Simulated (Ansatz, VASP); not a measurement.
**Two plane-wave programs on CdTe**

```xyz
2
Lattice="0.0000 3.2586 3.2586 3.2586 0.0000 3.2586 3.2586 3.2586 0.0000" Properties=species:S:1:pos:R:3 pbc="T T T"
Cd    0.0000    0.0000    0.0000
Te    1.6293    1.6293    1.6293
```

Alike in both runs: functional PBE; dispersion D3(BJ); k mesh 8 × 8 × 8; occupations gaussian, width 0.02 eV; no spin polarisation.

Ansatz relaxed the structure, and its values are those at the end. VASP's run is a single point on that final structure, the one shown.

```csv
,VASP,Ansatz
version,VASP 6.6.1,Ansatz 0.2.0
potentials or method,"VASP PAW PBE potentials, release 64 (Cd, Te), cutoff 500 eV","scalar-relativistic, plane waves, PAW"
valence electrons in the cell,18,36
```

```csv
,VASP,Ansatz,Ansatz less VASP
gap on the k mesh at the Fermi level (eV),0.72,0.72,0.000
least direct gap on the mesh (eV),0.72,0.72,0.000
pressure (GPa),0.1,0.0,-0.12
```

VASP's potentials hold 18 valence electrons a cell and Ansatz's 36, so a difference there can come from the potentials and not from the codes.

Spin-orbit coupling is off throughout.
